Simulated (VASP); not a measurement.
Wanted: the native input for a VASP 6.6.1 run.

* Task: electric field gradients
* Functional: PBE
* Potentials or basis: VASP PAW PBE potentials, release 64 (Sb)
* Cutoff: 520 eV
* k mesh: 12 × 12 × 12
* Occupations: fermi-dirac, width 0.05 eV
* Spin: no spin polarisation
* Dipole correction: no
* Further INCAR settings: ALGO = Normal; EDIFF = 1e-08; NBANDS = 8

The structure of Sb lies in POSCAR:

```
Sb
1.0
    3.0833436100      0.0000000000      0.0000000000
    0.0000000000      3.0833436100      0.0000000000
    0.0000000000      0.0000000000      3.0833436100
Sb
1
Direct
    0.0000000000      0.0000000000      0.0000000000
```

One way to write it, as run:

INCAR

```
PREC = Accurate
ENCUT = 520
EDIFF = 1E-8
ISMEAR = -1
SIGMA = 0.05
LREAL = False
LASPH = True
NELM = 100
ALGO = Normal
ISIF = 2
LWAVE = False
LCHARG = False
GGA = PE
LEFG = True
NBANDS = 8
```

KPOINTS

```
Automatic mesh
0
Gamma
  12 12 12
```

Potentials or basis: VASP PAW PBE potentials, release 64 (Sb).

Command:

```bash
$ cat potpaw_PBE.64/Sb/POTCAR > POTCAR
$ mpirun -np 1 vasp_std > vasp.out
```

It gave:

```json
{
 "Pressure": "1.5 GPa"
}
```

Caveat: without QUAD_EFG the Cq values of the log hold for a quadrupole moment of 1 mb, not for the nuclei.

Wall time 5 s on 1 thread of Intel(R) Xeon(R) 6975P-C (Granite Rapids) (shared host), peak memory 0.14 GiB.
